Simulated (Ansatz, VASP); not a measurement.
Hg2S3 in VASP and in Ansatz

```
Hg S
1.0
     3.89193    0.00000    0.00000
    -1.94597    3.37051    0.00000
     0.00000    0.00000    8.33918
Hg S
2 3
Direct
  0.33333 0.66667 0.20101
  0.66667 0.33333 0.79899
  0.00000 0.00000 0.00000
  0.33333 0.66667 0.63904
  0.66667 0.33333 0.36096
```

Alike in both runs: functional PBE; k mesh 12 × 12 × 6; occupations gaussian, width 0.1 eV; no spin polarisation.

Ansatz relaxed the structure, and its values are those at the end. VASP's run is a single point on that final structure, the one shown.

```csv
,VASP,Ansatz
version,VASP 6.6.1,Ansatz 0.2.0
potentials or method,"VASP PAW PBE potentials, release 64 (Hg, S), cutoff 520 eV","scalar-relativistic, plane waves, PAW"
valence electrons in the cell,42,58
```

```tsv
	VASP	Ansatz	Ansatz less VASP
gap on the k mesh at the Fermi level (eV)	none	none	-
pressure (GPa)	0.4	0.0	-0.35
rms of the force components (eV/Å)	0.017	0.001	-0.0159
```

A gap of «none» marks a metal or a gap that the smearing closes. VASP's potentials hold 42 valence electrons a cell and Ansatz's 58, so a difference there can come from the potentials and not from the codes.

Neither program's run includes spin-orbit coupling.
